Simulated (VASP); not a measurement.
## H3C2: single point with PBE

The system is H3C2.

```
H C
1.0
     1.21819    0.70332    6.96041
    -1.21819    0.70332    6.96041
     0.00000   -1.40664    6.96041
H C
3 2
Direct
  0.00000 0.00000 0.00000
  0.25711 0.25711 0.25711
  0.74289 0.74289 0.74289
  0.38691 0.38691 0.38691
  0.61309 0.61309 0.61309
```

```
Program                : VASP 6.6.1
Task                   : single point
Functional             : PBE
Potentials or basis    : VASP PAW PBE potentials, release 64 (H, C)
Cutoff                 : 520 eV
k mesh                 : 6 × 6 × 6
Occupations            : gaussian, width 0.1 eV
Spin                   : no spin polarisation
Dipole correction      : no
Further INCAR settings : ALGO = Normal; EDIFF = 1e-07; NBANDS = 14
```

```yaml
Pressure: -0.3 GPa
Largest_force: 0.009 eV/Å
Band_gap_on_the_k_mesh: zero (an odd number of electrons rules out a gap without spin polarisation)
```

Forces on the atoms (eV/Å):
```
H    0.000  0.000  0.000
H    0.000  0.000  0.001
H    0.000  0.000 -0.001
C    0.000  0.000  0.009
C    0.000  0.000 -0.009
```

Stress tensor (GPa, compression positive):
```
-0.43  0.00  0.00
 0.00 -0.43  0.00
 0.00  0.00 -0.08
```

Levels at points of the mesh, in eV from the Fermi level:
| k point | band 1 | band 2 | band 3 | band 4 | band 5 | band 6 | band 7 | band 8 | band 9 | band 10 |
| --- | --- | --- | --- | --- | --- | --- | --- | --- | --- | --- |
| (0.00, 0.00, 0.00) | -16.71 | -14.53 | -7.77 | -1.05 | 4.04 | 4.26 | 4.26 | 4.57 | 4.57 | 10.21 |
| (0.50, 0.00, 0.00) | -10.06 | -9.31 | -8.70 | -6.69 | -1.20 | -0.14 | 1.59 | 2.50 | 3.03 | 8.05 |
| (0.50, 0.50, 0.00) | -10.06 | -9.30 | -8.71 | -6.70 | -1.13 | -0.16 | 1.59 | 2.50 | 3.00 | 7.57 |
| (0.50, 0.50, 0.50) | -16.71 | -14.55 | -7.65 | -1.58 | 4.26 | 4.26 | 4.57 | 4.57 | 5.52 | 8.52 |

Run time: 58 s on 1 thread of Intel(R) Xeon(R) 6975P-C (Granite Rapids), with other jobs on the host, peak memory 0.36 GiB.

Caveat: the k points lie up to 0.50 Å⁻¹ apart, too coarse for converged energies and pressures of a metal; an odd number of electrons without spin polarisation forces a metal; a magnetic or distorted state may lie lower.
